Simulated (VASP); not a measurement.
Write the native input for VASP 6.6.1 that does the following.

```
Task                   : single point
Functional             : PBE
Potentials or basis    : VASP PAW PBE potentials, release 64 (Pd)
Cutoff                 : 500 eV
k mesh                 : 12 × 12 × 12
Occupations            : gaussian, width 0.013 eV
Spin                   : no spin polarisation
Dipole correction      : no
Further INCAR settings : ALGO = Normal; EDIFF = 1e-06; NBANDS = 11
```

The structure of Pd lies in POSCAR:

```
Pd
1.0
   -1.5722810000      1.5722810000      1.5722810000
    1.5722810000     -1.5722810000      1.5722810000
    1.5722810000      1.5722810000     -1.5722810000
Pd
1
Direct
    0.0000000000      0.0000000000      0.0000000000
```

These files were run (other wordings do the same):

INCAR

```
SYSTEM = Pd
ALGO = Normal ; EDIFF = 1E-6
ENCUT = 500 ; GGA = PE
GGA_COMPAT = .FALSE. ; ISIF = 2
ISMEAR = 0 ; LASPH = .TRUE.
LCHARG = .TRUE. ; LELF = .TRUE.
LREAL = .FALSE. ; LVHAR = .TRUE.
LWAVE = .FALSE. ; NBANDS = 11
NELM = 120 ; PREC = Accurate
SIGMA = 0.013000000000000001
```

KPOINTS

```
k-points
0
G
  12 12 12
  0 0 0
```

Potentials or basis: VASP PAW PBE potentials, release 64 (Pd).

Run with:

```console
$ cat potpaw_PBE.64/Pd/POTCAR > POTCAR
$ mpirun -np 1 vasp_std > vasp.out
```

It gave:

```yaml
Pressure: -1.5 GPa
Band_gap_on_the_k_mesh: zero (band 5 reaches 9.47 eV, above the bottom of band 6 at 7.92 eV)
```

Wall time 11 s on 1 thread of AMD EPYC 7R43 64-Core Processor (Zen 3) (shared host), peak memory 0.09 GiB.
